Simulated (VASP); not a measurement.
# InP (CsCl type) (Pm-3m) in VASP: notebook

InP (CsCl type) is run at these levels: PBE; tasks: single point, relaxation of cell and atoms.

All numbers are computed with VASP 6.6.1; they aren't measurements. Logs are shortened: lines on timing, memory, paths and dates and some standing lists are left out, and cuts for length are marked.

### Step 1. The cell of the first run

The structure is cubic, space group Pm-3m (No. 221). The conventional cell has a = 3.260 Å, b = 3.260 Å, c = 3.260 Å, α = 90.00°, β = 90.00°, γ = 90.00°. Within 3.7 Å of In (site symmetry m-3m) lie 8 P at 2.82 Å and 6 In at 3.26 Å. Within 3.7 Å of P (site symmetry m-3m) lie 8 In at 2.82 Å and 6 P at 3.26 Å.

### Step 2. Single point, PBE

Contents of INCAR:

```
PREC = Accurate
ENCUT = 520
EDIFF = 1E-7
ISMEAR = -1
SIGMA = 0.05
LREAL = False
LASPH = True
NELM = 80
ALGO = Normal
ISIF = 2
LWAVE = False
LCHARG = True
GGA = PE
LELF = True
LVHAR = True
NBANDS = 16
```

Contents of KPOINTS:

```
Automatic mesh
0
Gamma
  13 13 13
```

Contents of POSCAR:

```
InP
1.0
    3.2596339575      0.0000000000      0.0000000000
    0.0000000000      3.2596339575      0.0000000000
    0.0000000000      0.0000000000      3.2596339575
In P
1 1
Direct
    0.0000000000      0.0000000000      0.0000000000
    0.5000000000      0.5000000000      0.5000000000
```

Potentials or basis: VASP PAW PBE potentials, release 64 (In_d, P).

Run with:

```console
> cat potpaw_PBE.64/In_d/POTCAR potpaw_PBE.64/P/POTCAR > POTCAR
> mpirun -np 1 vasp_std > vasp.out
```

OUTCAR:

```text
PREC = Accurate
   ENCUT = 520
   EDIFF = 1E-7
   ISMEAR = -1
   LREAL = False
   LASPH = True
   NELM = 80
   ISIF = 2
   GGA = PE

 ion  position               nearest neighbor table
   1  0.000  0.000  0.000-   2 2.82   2 2.82   2 2.82   2 2.82   2 2.82   2 2.82   2 2.82   2 2.82

   2  0.500  0.500  0.500-   1 2.82   1 2.82   1 2.82   1 2.82   1 2.82   1 2.82   1 2.82   1 2.82

  LATTYP: Found a simple cubic cell.
 ALAT       =     3.2596339575

  Lattice vectors:

 A1 = (   3.2596339575,   0.0000000000,   0.0000000000)
 A2 = (   0.0000000000,   3.2596339575,   0.0000000000)
 A3 = (   0.0000000000,   0.0000000000,   3.2596339575)

Analysis of symmetry for initial positions (statically):
=====================================================================
 Subroutine PRICEL returns:
 Original cell was already a primitive cell.

 Routine SETGRP: Setting up the symmetry group for a
 simple cubic supercell.

 Subroutine GETGRP returns: Found 48 space group operations
 (whereof 48 operations were pure point group operations)
 out of a pool of 48 trial point group operations.

The static configuration has the point symmetry O_h .

Analysis of symmetry for dynamics (positions and initial velocities):
=====================================================================
 Subroutine PRICEL returns:
 Original cell was already a primitive cell.

 Routine SETGRP: Setting up the symmetry group for a
 simple cubic supercell.

 Subroutine GETGRP returns: Found 48 space group operations
 (whereof 48 operations were pure point group operations)
 out of a pool of 48 trial point group operations.

The dynamic configuration has the point symmetry O_h .

 Subroutine INISYM returns: Found 48 space group operations
 (whereof 48 operations are pure point group operations),
 and found     1 'primitive' translations

----------------------------------------------------------------------------------------

                                     Primitive cell

  volume of cell :      34.6343

  direct lattice vectors                    reciprocal lattice vectors
     3.259633958  0.000000000  0.000000000     0.306782913  0.000000000  0.000000000
     0.000000000  3.259633958  0.000000000     0.000000000  0.306782913  0.000000000
     0.000000000  0.000000000  3.259633958     0.000000000  0.000000000  0.306782913

  length of vectors
     3.259633958  3.259633958  3.259633958     0.306782913  0.306782913  0.306782913

  position of ions in fractional coordinates (direct lattice)
     0.000000000  0.000000000  0.000000000
     0.500000000  0.500000000  0.500000000

  ion indices of the primitive-cell ions
   primitive index   ion index
                 1           1
                 2           2

----------------------------------------------------------------------------------------

 KPOINTS: Automatic mesh

Automatic generation of k-mesh.
 Grid dimensions read from file:
 generate k-points for:   13   13   13

 Generating k-lattice:

  Cartesian coordinates                     Fractional coordinates (reciprocal lattice)
     0.023598686  0.000000000  0.000000000     0.076923077  0.000000000  0.000000000
     0.000000000  0.023598686  0.000000000     0.000000000  0.076923077  0.000000000
     0.000000000  0.000000000  0.023598686     0.000000000  0.000000000  0.076923077

  Length of vectors
     0.023598686  0.023598686  0.023598686

  Shift w.r.t. Gamma in fractional coordinates (k-lattice)
     0.000000000  0.000000000  0.000000000

 Subroutine IBZKPT returns following result:
 ===========================================

 Found     84 irreducible k-points:

 Following reciprocal coordinates:
            Coordinates               Weight
  0.000000  0.000000  0.000000      1.000000
  0.076923  0.000000  0.000000      6.000000
  0.153846  0.000000  0.000000      6.000000
  0.230769  0.000000  0.000000      6.000000
  0.307692  0.000000  0.000000      6.000000
  0.384615  0.000000  0.000000      6.000000
[... 16 lines left out ...]
  0.307692  0.307692  0.000000     12.000000
  0.384615  0.307692  0.000000     24.000000
 [... further k-points ...]
   k-points           NKPTS =     84   k-points in BZ     NKDIM =     84   number of bands    NBANDS=     16
   number of dos      NEDOS =    301   number of ions     NIONS =      2
   total plane-waves  NPLWV =  13824
   dimension x,y,z NGX =    24 NGY =   24 NGZ =   24
   dimension x,y,z NGXF=    48 NGYF=   48 NGZF=   48
   ions per type =               1   1
   NGX,Y,Z   is equivalent  to a cutoff of  12.24, 12.24, 12.24 a.u.
   NGXF,Y,Z  is equivalent  to a cutoff of  24.48, 24.48, 24.48 a.u.
 SYSTEM =  unknown system
   PREC   = accura    normal or accurate (medium, high low for compatibility)
   ISTART =      0    job   : 0-new  1-cont  2-samecut
   ICHARG =      2    charge: 1-file 2-atom 10-const
   ISPIN  =      1    spin polarized calculation?
   LNONCOLLINEAR =      F non collinear calculations
   LSORBIT =      F    spin-orbit coupling
   LASPH  =      T    aspherical Exc in radial PAW
   ENCUT  =  520.0 eV  38.22 Ry    6.18 a.u.   6.06  6.06  6.06*2*pi/ulx,y,z
   NELM   =     80;   NELMIN=  2; NELMDL= -5     # of ELM steps
   EDIFF  = 0.1E-06   stopping-criterion for ELM
   LREAL  =      F    real-space projection
   EDIFFG = 0.1E-05   stopping-criterion for IOM
   NSW    =      0    number of steps for IOM
   IBRION =     -1    ionic relax: 0-MD 1-quasi-New 2-CG
   NFREE  =      0    steps in history (QN), initial steepest desc. (CG)
   ISIF   =      2    stress and relaxation
   ISYM   =      2    0-nonsym 1-usesym 2-fastsym
   POTIM  = 0.5000    time-step for ionic-motion
   TEBEG  =    0.0;   TEEND  =   0.0 temperature during run
   PSTRESS=    0.0 pullay stress
   NELECT =      18.0000    total number of electrons
   NUPDOWN=      -1.0000    fix difference up-down
   EMIN   =  10.00;   EMAX   =-10.00  energy-range for DOS
   EFERMI =   0.00;   METHOD = LEGACY
   ISMEAR =    -1;   SIGMA  =   0.05  broadening in eV -4-tet -1-fermi 0-gaus
   EFERMI_NEDOS =   21; number of points for ismear=-14 and -15
   IALGO  =     38    algorithm
   IMIX   =      4    mixing-type and parameters
     AMIX     =   0.40;   BMIX     =  1.00
     AMIX_MAG =   1.60;   BMIX_MAG =  1.00
  volume/ion in A,a.u.               =      17.32       116.86
  Fermi-wavevector in a.u.,A,eV,Ry     =   1.316225  2.487305 23.571393  1.732448
  Thomas-Fermi vector in A             =   2.446352
   LORBIT       =      0    0 simple, 1 ext, 2 COOP (PROOUT), +10 PAW based schemes
   GGA     = PE    functional components
   LHFCALC =     F    Hartree Fock is set to
   AEXX    =    0.0000 exact exchange contribution
   IVDW    =     0    specifies the selected vdW correction
   LEPSILON=     F    determine dielectric tensor
   LRPA    =     F    only Hartree local field effects (RPA)
 non-spin polarized calculation
  energy-cutoff  :      520.00
  volume of cell :       34.63
 maximum number of plane-waves:       947
   NGX = 13   NGY = 13   NGZ = 13

 number of electron      17.9999988 magnetization

 Free energy of the ion-electron system (eV)
  ---------------------------------------------------
  ext. energy  EPLUGINS =         0.00000000
  ---------------------------------------------------
  free energy    TOTEN  =        -6.93463142 eV

  energy without entropy =       -6.92670257  energy(sigma->0) =       -6.93066700

 E-fermi :  10.1521     XC(G=0): -11.5181

 val. band max:       10.0902798336   @ k =   0.4615   0.3846   0.1538
 cond. band min:      10.1852289720   @ k =   0.3846   0.1538   0.0769
 fundamental gap:      0.0949491384
 Fermi energy:        10.1521455779

 k-point     1 :       0.0000    0.0000    0.0000
  band No.  band energies     occupation
      1      -4.7558      2.00000
      2      -4.7558      2.00000
      3      -4.3148      2.00000
      4      -4.3148      2.00000
      5      -4.3148      2.00000
      6      -3.7472      2.00000
[... 8 lines left out ...]
     15      21.8886      0.00000
     16      23.8287      0.00000

 k-point     2 :       0.0769    0.0000    0.0000
  band No.  band energies     occupation
      1      -4.7534      2.00000
      2      -4.7373      2.00000
      3      -4.3248      2.00000
      4      -4.3248      2.00000
      5      -4.3138      2.00000
      6      -3.6692      2.00000
[... 8 lines left out ...]
     15      21.4891      0.00000
     16      23.8213      0.00000

 k-point     3 :       0.1538    0.0000    0.0000
  band No.  band energies     occupation
      1      -4.7466      2.00000
      2      -4.6876      2.00000
      3      -4.3524      2.00000
      4      -4.3524      2.00000
      5      -4.3108      2.00000
      6      -3.4358      2.00000
[... 8 lines left out ...]
     15      20.6458      0.00000
     16      23.8006      0.00000

 k-point     4 :       0.2308    0.0000    0.0000
  band No.  band energies     occupation
      1      -4.7370      2.00000
      2      -4.6199      2.00000
      3      -4.3908      2.00000
      4      -4.3908      2.00000
      5      -4.3066      2.00000
      6      -3.0525      2.00000
[... 8 lines left out ...]
     15      20.3200      0.00000
     16      22.7515      0.00000
[... 324 lines left out ...]
 k-point    22 :       0.4615    0.2308    0.0000
  band No.  band energies     occupation
      1      -4.7230      2.00000
      2      -4.6273      2.00000
      3      -4.4645      2.00000
      4      -4.3621      2.00000
      5      -4.3429      2.00000
      6      -0.6294      2.00000
[... 8 lines left out ...]
     15      21.4482      0.00000
     16      24.1402      0.00000

 k-point    23 :       0.3077    0.3077    0.0000
  band No.  band energies     occupation
      1      -4.7284      2.00000
      2      -4.6212      2.00000
      3      -4.4136      2.00000
      4      -4.4019      2.00000
      5      -4.3660      2.00000
      6      -1.1796      2.00000
[... 8 lines left out ...]
     15      20.4946      0.00000
     16      22.3180      0.00000

 k-point    24 :       0.3846    0.3077    0.0000
  band No.  band energies     occupation
      1      -4.7946      2.00000
      2      -4.6053      2.00000
      3      -4.4383      2.00000
      4      -4.4005      2.00000
      5      -4.3005      2.00000
      6      -0.5624      2.00000
[... 8 lines left out ...]
     15      20.4516      0.00000
     16      23.4368      0.00000

 [... further k-points ...]
[... 5 lines left out ...]
  --------------------------------------------------------------------------------------
  -------------------------------------------------------------------------------------
  Total        3.4400947      3.4400947      3.4400947     -0.0000000      0.0000000      0.0000000
  in kB      159.1382138    159.1382138    159.1382138     -0.0000000      0.0000000      0.0000000
  external PRESSURE =     159.1382138 kB  Pullay stress =       0.0000000 kB

 VOLUME and BASIS-vectors are now :
 -----------------------------------------------------------------------------
  energy-cutoff  :      520.00
  volume of cell :       34.63
      direct lattice vectors                 reciprocal lattice vectors
     3.259633958  0.000000000  0.000000000     0.306782913  0.000000000  0.000000000
     0.000000000  3.259633958  0.000000000     0.000000000  0.306782913  0.000000000
     0.000000000  0.000000000  3.259633958     0.000000000  0.000000000  0.306782913

 POSITION                                       TOTAL-FORCE (eV/Angst)
 -----------------------------------------------------------------------------------
      0.00000      0.00000      0.00000         0.000000      0.000000      0.000000
      1.62982      1.62982      1.62982         0.000000      0.000000      0.000000
 -----------------------------------------------------------------------------------
    total drift:                                0.000000      0.000000      0.000000

  FREE ENERGIE OF THE ION-ELECTRON SYSTEM (eV)
  ---------------------------------------------------
  free  energy   TOTEN  =        -6.9346314237 eV

  energy  without entropy=       -6.9267025716  energy(sigma->0) =       -6.93066700
```

It took 18 s on 1 thread of Intel Xeon 6975P-C (Granite Rapids), shared host; peak memory 0.16 GiB.

What came out:

| Property | Result |
| --- | --- |
| Free energy | -6.9346 eV |
| Pressure | 15.9 GPa |
| Band gap on the k mesh | zero (band 9 reaches 11.15 eV, above the bottom of band 10 at 8.42 eV) |

Caveat: spin-orbit coupling is left out, which moves the levels of the heavy elements.

### Step 3. Relaxation of cell and atoms, PBE, target pressure 16 GPa, at which the enthalpy is minimised

Contents of INCAR:

```
PREC = Accurate ; ENCUT = 600
EDIFF = 1E-7 ; ISMEAR = -1
SIGMA = 0.05 ; LREAL = F
LASPH = T ; NELM = 60
ALGO = Normal ; ISIF = 3
LWAVE = F ; LCHARG = F
GGA = PE ; IBRION = 2
NSW = 32 ; EDIFFG = -0.005
PSTRESS = 160.0
```

KPOINTS is that of step 2.

POSCAR is that of step 2.

Potentials or basis: VASP PAW PBE potentials, release 64 (In_d, P).

Run with:

```console
> cat potpaw_PBE.64/In_d/POTCAR potpaw_PBE.64/P/POTCAR > POTCAR
> mpirun -np 1 vasp_std > vasp.out
```

Run time: 24 s. Hardware: 1 thread of Intel Xeon 6975P-C (Granite Rapids), shared host; peak memory 0.19 GiB.

The run converged. Its results:

| Quantity | Value |
| --- | --- |
| Free energy | -6.9349 eV |
| Pressure after relaxing | 16.0 GPa |
| Band gap on the k mesh | zero (band 9 reaches 11.15 eV, above the bottom of band 10 at 8.42 eV) |

Final structure:
```xyz
2
Lattice="3.2596 0.0000 0.0000 0.0000 3.2596 0.0000 0.0000 0.0000 3.2596" Properties=species:S:1:pos:R:3 pbc="T T T"
In    0.0000    0.0000    0.0000
P     1.6298    1.6298    1.6298
```

Levels at points of the mesh, in eV from the Fermi level:
```csv
k point,band 7,band 8,band 9,band 10,band 11,band 12
"(0.00, 0.00, 0.00)",-1.14,-1.14,-1.14,-0.51,4.49,4.49
```

Caveat: the relaxation stopped at its first step, so nothing moved; the cell is relaxed towards a set pressure, so the enthalpy falls and the energy may rise; spin-orbit coupling is left out, which moves the levels of the heavy elements.
